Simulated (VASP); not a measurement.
Runs of VASP 6.6.1 on BaZrO3. The structure is that of space group Pm-3m (No. 221), or close to it. The cells are those of the table. 

```csv
task,potentials or basis,cell,cutoff (eV),second run,gap on the mesh (eV),pressure (GPa)
single point,"VASP PAW PBE potentials, release 64 (Ba_sv, Zr_sv, O)","a = 4.227 Å, 5 atoms",520,-,3.13,0.9
relaxation of cell and atoms,"VASP PAW PBE potentials, release 64 (Ba_sv, Zr_sv, O)","relaxed from a = 4.191 Å, 5 atoms",600,-,3.12,0.0
single point,"VASP PAW PBE potentials, release 64 (Ba_sv, Zr_sv, O)","a = 4.141 Å, 5 atoms",520,-,3.27,(a)
single point,"VASP PAW PBE potentials, release 64 (Ba_sv, Zr_sv, O_h)","a = 4.227 Å, 5 atoms",910,hard_potentials,(b),0.7
```

Alike in all rows: level PBE; no spin polarisation; k mesh 6 × 6 × 6; smearing gaussian 0.02 eV.

Task: Fill in the values left out.

Result: (a) 11.8; (b) 3.14.

Caveats: spin-orbit coupling is left out, which moves the levels of the heavy elements; the cutoff is under 1.25 times the usual one of these potentials, so pressure, stress and relaxed cells hold a basis-set (Pulay) error (some runs).

A k mesh can miss the band edges, and the runs leave out spin-orbit coupling on Ba, Zr.
